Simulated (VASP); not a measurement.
# SnO in VASP: further runs, part 2 of 2

VASP 6.6.1. Earlier steps stand in the parts before.

### Step 4. Single point, r2SCAN (shear xy strain +5.3%)

Input file POSCAR:

```
SnO
1.0
    0.0677371860      2.5369732568      2.5369732568
    2.5369732568      0.0677371860      2.5369732568
    2.6047104428      2.6047104428      0.0000000000
Sn O
1 1
Direct
    0.0000000000      0.0000000000      0.0000000000
    0.5000000000      0.5000000000      0.5000000000
```

Input file INCAR.step1:

```
ALGO = Normal ; EDIFF = 1E-4
ENCUT = 520 ; GGA = PE
ISMEAR = -1 ; LASPH = True
LCHARG = False ; LREAL = False
LWAVE = True ; NBANDS = 17
NELM = 60 ; PREC = Accurate
SIGMA = 0.02
```

Input file INCAR.step2:

```
ALGO = Normal ; EDIFF = 1E-7
ENCUT = 520 ; ISIF = 2
ISMEAR = -1 ; ISTART = 1
LASPH = True ; LCHARG = False
LMIXTAU = True ; LREAL = False
LWAVE = False ; METAGGA = R2SCAN
NBANDS = 17 ; NELM = 60
PREC = Accurate ; SIGMA = 0.02
```

Input file KPOINTS:

```
k-points
0
Gamma
  8 8 8
```

Potentials or basis: VASP PAW PBE potentials, release 64 (Sn_d, O).

Command:

```bash
$ cat potpaw_PBE.64/Sn_d/POTCAR potpaw_PBE.64/O/POTCAR > POTCAR
$ cp INCAR.step1 INCAR
$ mpirun -np 1 vasp_std > vasp.out
$ cp INCAR.step2 INCAR
$ mpirun -np 1 vasp_std > vasp.out
```

OUTCAR:

```text
EDIFF = 1E-7
   ENCUT = 520
   ISIF = 2
   ISMEAR = -1
   ISTART = 1
   LASPH = True
   LREAL = False
   METAGGA = R2SCAN
   NELM = 60
   PREC = Accurate

 ion  position               nearest neighbor table
   1  0.000  0.000  0.000-   2 2.54   2 2.54   2 2.54   2 2.54   2 2.54   2 2.54
   2  0.500  0.500  0.500-   1 2.54   1 2.54   1 2.54   1 2.54   1 2.54   1 2.54

  LATTYP: Found a body centered orthorhombic cell.
 ALAT       =     3.4920271400
 B/A-ratio  =     1.0548648927
 C/A-ratio  =     1.4530089000

  Lattice vectors:

 A1 = (   2.5369732568,   0.0677371860,  -2.5369732568)
 A2 = (  -2.5369732568,  -0.0677371860,  -2.5369732568)
 A3 = (   0.0677371860,   2.5369732568,   2.5369732568)

Analysis of symmetry for initial positions (statically):
=====================================================================
 Subroutine PRICEL returns:
 Original cell was already a primitive cell.

 Routine SETGRP: Setting up the symmetry group for a
 body centered orthorhombic supercell.

 Subroutine GETGRP returns: Found  8 space group operations
 (whereof  8 operations were pure point group operations)
 out of a pool of  8 trial point group operations.

The static configuration has the point symmetry D_2h.

Analysis of symmetry for dynamics (positions and initial velocities):
=====================================================================
 Subroutine PRICEL returns:
 Original cell was already a primitive cell.

 Routine SETGRP: Setting up the symmetry group for a
 body centered orthorhombic supercell.

 Subroutine GETGRP returns: Found  8 space group operations
 (whereof  8 operations were pure point group operations)
 out of a pool of  8 trial point group operations.

The dynamic configuration has the point symmetry D_2h.

 Subroutine INISYM returns: Found  8 space group operations
 (whereof  8 operations are pure point group operations),
 and found     1 'primitive' translations

----------------------------------------------------------------------------------------

                                     Primitive cell

  volume of cell :      32.6338

  direct lattice vectors                    reciprocal lattice vectors
     0.067737186  2.536973257  2.536973257    -0.202491777  0.202491777  0.197085247
     2.536973257  0.067737186  2.536973257     0.202491777 -0.202491777  0.197085247
     2.604710443  2.604710443  0.000000000     0.191959917  0.191959917 -0.197085247

  length of vectors
     3.588461361  3.588461361  3.683616834     0.347632614  0.347632614  0.335469542

  position of ions in fractional coordinates (direct lattice)
     0.000000000  0.000000000  0.000000000
     0.500000000  0.500000000  0.500000000

  ion indices of the primitive-cell ions
   primitive index   ion index
                 1           1
                 2           2

----------------------------------------------------------------------------------------

 KPOINTS: k-points

Automatic generation of k-mesh.
 Grid dimensions read from file:
 generate k-points for:    8    8    8

 Generating k-lattice:

  Cartesian coordinates                     Fractional coordinates (reciprocal lattice)
    -0.025311472  0.025311472  0.024635656     0.125000000  0.000000000  0.000000000
     0.025311472 -0.025311472  0.024635656     0.000000000  0.125000000  0.000000000
     0.023994990  0.023994990 -0.024635656    -0.000000000 -0.000000000  0.125000000

  Length of vectors
     0.043454077  0.043454077  0.041933693

  Shift w.r.t. Gamma in fractional coordinates (k-lattice)
     0.000000000  0.000000000  0.000000000

 Subroutine IBZKPT returns following result:
 ===========================================

 Found     95 irreducible k-points:

 Following reciprocal coordinates:
            Coordinates               Weight
  0.000000  0.000000  0.000000      1.000000
  0.125000 -0.000000  0.000000      4.000000
  0.250000 -0.000000  0.000000      4.000000
  0.375000 -0.000000  0.000000      4.000000
  0.500000 -0.000000  0.000000      2.000000
  0.125000  0.125000  0.000000      2.000000
[... 16 lines left out ...]
  0.125000 -0.000000  0.125000      4.000000
  0.250000 -0.000000  0.125000      8.000000
 [... further k-points ...]
   k-points           NKPTS =     95   k-points in BZ     NKDIM =     95   number of bands    NBANDS=     17
   number of dos      NEDOS =    301   number of ions     NIONS =      2
   total plane-waves  NPLWV =  21952
   dimension x,y,z NGX =    28 NGY =   28 NGZ =   28
   dimension x,y,z NGXF=    56 NGYF=   56 NGZF=   56
   ions per type =               1   1
   NGX,Y,Z   is equivalent  to a cutoff of  12.97, 12.97, 12.64 a.u.
   NGXF,Y,Z  is equivalent  to a cutoff of  25.94, 25.94, 25.27 a.u.
 SYSTEM =  unknown system
   PREC   = accura    normal or accurate (medium, high low for compatibility)
   ISTART =      1    job   : 0-new  1-cont  2-samecut
   ICHARG =      0    charge: 1-file 2-atom 10-const
   ISPIN  =      1    spin polarized calculation?
   LNONCOLLINEAR =      F non collinear calculations
   LSORBIT =      F    spin-orbit coupling
   LASPH  =      T    aspherical Exc in radial PAW
   ENCUT  =  520.0 eV  38.22 Ry    6.18 a.u.   6.67  6.67  6.85*2*pi/ulx,y,z
   NELM   =     60;   NELMIN=  2; NELMDL=  0     # of ELM steps
   EDIFF  = 0.1E-06   stopping-criterion for ELM
   LREAL  =      F    real-space projection
   EDIFFG = 0.1E-05   stopping-criterion for IOM
   NSW    =      0    number of steps for IOM
   IBRION =     -1    ionic relax: 0-MD 1-quasi-New 2-CG
   NFREE  =      0    steps in history (QN), initial steepest desc. (CG)
   ISIF   =      2    stress and relaxation
   ISYM   =      2    0-nonsym 1-usesym 2-fastsym
   POTIM  = 0.5000    time-step for ionic-motion
   TEBEG  =    0.0;   TEEND  =   0.0 temperature during run
   PSTRESS=    0.0 pullay stress
   NELECT =      20.0000    total number of electrons
   NUPDOWN=      -1.0000    fix difference up-down
   EMIN   =  10.00;   EMAX   =-10.00  energy-range for DOS
   EFERMI =   0.00;   METHOD = LEGACY
   ISMEAR =    -1;   SIGMA  =   0.02  broadening in eV -4-tet -1-fermi 0-gaus
   EFERMI_NEDOS =   21; number of points for ismear=-14 and -15
   IALGO  =     38    algorithm
   IMIX   =      4    mixing-type and parameters
     AMIX     =   0.40;   BMIX     =  1.00
     AMIX_MAG =   1.60;   BMIX_MAG =  1.00
  volume/ion in A,a.u.               =      16.32       110.11
  Fermi-wavevector in a.u.,A,eV,Ry     =   1.390579  2.627812 26.309703  1.933709
  Thomas-Fermi vector in A             =   2.514500
   LORBIT       =      0    0 simple, 1 ext, 2 COOP (PROOUT), +10 PAW based schemes
   METAGGA = R2SCAN    functional components
   LHFCALC =     F    Hartree Fock is set to
   AEXX    =    0.0000 exact exchange contribution
   IVDW    =     0    specifies the selected vdW correction
   LEPSILON=     F    determine dielectric tensor
   LRPA    =     F    only Hartree local field effects (RPA)
 non-spin polarized calculation
  energy-cutoff  :      520.00
  volume of cell :       32.63
 maximum number of plane-waves:       905
   NGX = 13   NGY = 13   NGZ = 13

 number of electron      20.0000004 magnetization

 Free energy of the ion-electron system (eV)
  ---------------------------------------------------
  ext. energy  EPLUGINS =         0.00000000
  ---------------------------------------------------
  free energy    TOTEN  =       -32.24893217 eV

  energy without entropy =      -32.24893217  energy(sigma->0) =      -32.24893217

 E-fermi :   7.9989     XC(G=0): -11.5189

 val. band max:        7.6439398934   @ k =   0.5000   0.5000   0.3750
 cond. band min:       8.3686325917   @ k =   0.5000  -0.0000   0.1250
 fundamental gap:      0.7246926983
 Fermi energy:         7.9988703012

 k-point     1 :       0.0000    0.0000    0.0000
  band No.  band energies     occupation
      1     -14.5071      2.00000
      2     -14.5045      2.00000
      3     -14.4945      2.00000
      4     -14.4308      2.00000
      5     -14.4291      2.00000
      6     -12.0819      2.00000
[... 9 lines left out ...]
     16      18.8147      0.00000
     17      18.9927      0.00000

 k-point     2 :       0.1250   -0.0000    0.0000
  band No.  band energies     occupation
      1     -14.4993      2.00000
      2     -14.4972      2.00000
      3     -14.4907      2.00000
      4     -14.4345      2.00000
      5     -14.4333      2.00000
      6     -11.9974      2.00000
[... 9 lines left out ...]
     16      19.2626      0.00000
     17      21.9240      0.00000
[... 421 lines left out ...]
 k-point    24 :       0.2500   -0.0000    0.1250
  band No.  band energies     occupation
      1     -14.5094      2.00000
      2     -14.4840      2.00000
      3     -14.4698      2.00000
      4     -14.4651      2.00000
      5     -14.4215      2.00000
      6     -11.7736      2.00000
[... 9 lines left out ...]
     16      21.5996      0.00000
     17      24.2707      0.00000

 [... further k-points ...]
[... 5 lines left out ...]
  --------------------------------------------------------------------------------------
  -------------------------------------------------------------------------------------
  Total        0.0178023      0.0178023     -0.0178297     -0.1921880      0.0000000      0.0000000
  in kB        0.8740158      0.8740158     -0.8753592     -9.4355845      0.0000000      0.0000000
  external PRESSURE =       0.2908908 kB  Pullay stress =       0.0000000 kB

 VOLUME and BASIS-vectors are now :
 -----------------------------------------------------------------------------
  energy-cutoff  :      520.00
  volume of cell :       32.63
      direct lattice vectors                 reciprocal lattice vectors
     0.067737186  2.536973257  2.536973257    -0.202491777  0.202491777  0.197085247
     2.536973257  0.067737186  2.536973257     0.202491777 -0.202491777  0.197085247
     2.604710443  2.604710443  0.000000000     0.191959917  0.191959917 -0.197085247

 POSITION                                       TOTAL-FORCE (eV/Angst)
 -----------------------------------------------------------------------------------
      0.00000      0.00000      0.00000        -0.000000      0.000000      0.000000
      2.60471      2.60471      2.53697         0.000000     -0.000000     -0.000000
 -----------------------------------------------------------------------------------
    total drift:                                0.000000      0.000000      0.000000

  FREE ENERGIE OF THE ION-ELECTRON SYSTEM (eV)
  ---------------------------------------------------
  free  energy   TOTEN  =       -32.2489321697 eV

  energy  without entropy=      -32.2489321694  energy(sigma->0) =      -32.24893217
```

OSZICAR.step1:

```text
N       E                     dE             d eps       ncg     rms          rms(c)
DAV:   1     0.149256690728E+03    0.14926E+03   -0.10376E+04  3354   0.177E+03
DAV:   2     0.165237985138E+01   -0.14760E+03   -0.14113E+03  3503   0.397E+02
DAV:   3    -0.120182363829E+02   -0.13671E+02   -0.13529E+02  3792   0.105E+02
DAV:   4    -0.122999055787E+02   -0.28167E+00   -0.28149E+00  3950   0.157E+01
DAV:   5    -0.123067368605E+02   -0.68313E-02   -0.68307E-02  4406   0.239E+00    0.813E+00
DAV:   6    -0.107453640078E+02    0.15614E+01   -0.12200E+01  4039   0.400E+01    0.494E+00
DAV:   7    -0.104857669603E+02    0.25960E+00   -0.18350E+00  3930   0.777E+00    0.137E+00
DAV:   8    -0.104687208580E+02    0.17046E-01   -0.15239E-01  3408   0.307E+00    0.317E-01
DAV:   9    -0.104680575324E+02    0.66333E-03   -0.57473E-03  4326   0.490E-01    0.105E-01
DAV:  10    -0.104682922977E+02   -0.23477E-03   -0.65390E-04  4176   0.343E-01    0.458E-02
DAV:  11    -0.104682322515E+02    0.60046E-04   -0.10681E-04  1942   0.144E-01
   1 F= -.10468232E+02 E0= -.10468232E+02  d E =-.510687E-09
```

It took 2.3 min on 1 thread of AMD EPYC 9R45 (Zen 5), shared host; peak memory 0.17 GiB.

Results:

```
Free energy            : -32.2489 eV
Pressure               : 0.0 GPa
Band gap on the k mesh : 0.72 eV, indirect (least direct gap 0.85 eV)
```

Caveat: the cell differs from its parent crystal (shear xy strain +5.3%); the PAW data sets were made with another functional, which shifts forces and pressure a little; spin-orbit coupling is left out, which moves the levels of the heavy elements. A k mesh can miss the band edges.

### Step 5. Overview

```csv
level,cell,gap on the mesh (eV),pressure (GPa)
PBE,"a = 3.617, b = 3.617, c = 3.588 Å, angles 60.3, 60.3, 59.5°, 2 atoms",0.83,0.8
r2SCAN,"a = 3.617, b = 3.617, c = 3.588 Å, angles 60.3, 60.3, 59.5°, 2 atoms",0.96,-1.4
r2SCAN,"a = 3.588, b = 3.588, c = 3.684 Å, angles 59.1, 59.1, 58.2°, 2 atoms",0.72,0.0
```

Alike in all rows: task single point; potentials or basis VASP PAW PBE potentials, release 64 (Sn_d, O); no spin polarisation; k mesh 8 × 8 × 8; cutoff (eV) 520; smearing fermi-dirac 0.02 eV.

Caveats: spin-orbit coupling is left out, which moves the levels of the heavy elements; the PAW data sets were made with another functional, which shifts forces and pressure a little (some runs).

Absolute energies hang on the potentials; compare differences alone.
